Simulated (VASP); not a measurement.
## Al3Sn2H3: single point with PBE

The system is Al3Sn2H3.

```
Al Sn H
1.0
     5.22352    0.00000    0.00000
     0.00000    5.22352    0.00000
     0.00000    0.00000    5.22352
Al Sn H
3 2 3
Cartesian
  2.6118 0.0000 0.0000
  0.0000 2.6118 0.0000
  0.0000 0.0000 2.6118
  2.6118 2.6118 2.6118
  0.0000 0.0000 0.0000
  0.0000 2.6118 2.6118
  2.6118 0.0000 2.6118
  2.6118 2.6118 0.0000
```

The cell was generated, and may not be a known phase.

```yaml
Program: VASP 6.6.1
Task: single point
Functional: PBE
Potentials_or_basis: VASP PAW PBE potentials, release 64 (Al, Sn_d, H)
Cutoff: 520 eV
k_mesh: 8 × 8 × 8
Occupations: gaussian, width 0.1 eV
Spin: no spin polarisation
```

* Pressure: -0.1 GPa
* Band gap on the k mesh: zero (bands 20 and 21 overlap by 4.14 eV)

Levels at points of the mesh, in eV from the Fermi level:
```
           k point  band 18  band 19  band 20  band 21  band 22  band 23
(0.00, 0.00, 0.00)    -1.37    -0.52    -0.52     0.05     0.05     0.05
(0.50, 0.00, 0.00)    -2.89    -1.27    -1.27    -0.41     0.89     2.16
(0.50, 0.50, 0.00)    -2.78    -2.32    -0.16     0.28     0.28     2.88
(0.50, 0.50, 0.50)    -5.23     3.50     3.50     3.50     3.57     3.57
```

Wall time 110 s on 1 thread of Intel(R) Xeon(R) Platinum 8488C (Sapphire Rapids), on a shared host, peak memory 0.32 GiB.

Caveat: spin-orbit coupling is left out, which moves the levels of the heavy elements.
